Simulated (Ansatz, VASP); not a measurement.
SnGe5 in VASP and in Ansatz

Contents of INCAR:

```
PREC = Accurate
ENCUT = 520
EDIFF = 1E-6
ISMEAR = -1
SIGMA = 0.02
LREAL = F
LASPH = T
NELM = 60
ALGO = Normal
ISIF = 2
LWAVE = F
LCHARG = F
GGA = PE
NBANDS = 51
```

Contents of KPOINTS:

```
regular mesh
0
Gamma
  6 6 2
```

POSCAR

```
SnGe5
1.0
    4.1560016442      0.0000000000      0.0000000000
   -2.0780008221      3.5992030020      0.0000000000
    0.0000000000      0.0000000000     10.1106204750
Ge Sn
5 1
Direct
    0.0000000000      0.0000000000     -0.0137062223
    0.6666666667      0.3333333333      0.6658313784
    0.3333333333      0.6666666667      0.3469452632
    0.6666666667      0.3333333333      0.9108861360
    0.3333333333      0.6666666667      0.5907033187
    0.0000000000      0.0000000000      0.2493401259
```

Input for Ansatz:

```yaml
crystal:
  lattice:
    - [4.1560016442, 0.0, 0.0]
    - [-2.0780008221, 3.599203002, 0.0]
    - [0.0, 0.0, 10.110620475]
  atoms:
    - { symbol: Ge, position: [0.0, 0.0, -0.0137062223] }
    - { symbol: Ge, position: [0.6666666667, 0.3333333333, 0.6658313784] }
    - { symbol: Ge, position: [0.3333333333, 0.6666666667, 0.3469452632] }
    - { symbol: Ge, position: [0.6666666667, 0.3333333333, 0.910886136] }
    - { symbol: Ge, position: [0.3333333333, 0.6666666667, 0.5907033187] }
    - { symbol: Sn, position: [0.0, 0.0, 0.2493401259] }
kpoints:
  mp_grid: { grid: [6, 6, 2] }
hamiltonian:
  xc: pbe
scf:
  occupations: { method: fermi_dirac, width: 0.02 }
  n_extra_bands: 5
output:
  forces: true
  stress: true
  eigenvalues: true
```

Alike in both runs: task single point; functional PBE; k mesh 6 × 6 × 2; occupations fermi-dirac, width 0.02 eV; no spin polarisation.

|  | VASP | Ansatz |
| --- | --- | --- |
| version | VASP 6.6.1 | Ansatz 0.2.0 |
| potentials or method | VASP PAW PBE potentials, release 64 (Ge_d, Sn_d) | plane waves, PAW |
| plane-wave cutoff (eV) | 520 | 420 |
| valence electrons in the cell | 84 | 84 |

```tsv
	VASP	Ansatz	Ansatz less VASP
pressure (GPa)	1.7	1.8	+0.04
traceless stress, the component that is largest in VASP (GPa)	-0.07	-0.06	+0.003
rms of the force components (eV/Å)	0.012	0.013	+0.0008
```

Atom by atom the forces differ by 0.001 eV/Å (rms over components). With one functional, cell and mesh, what is left measures potentials, basis and numerics.
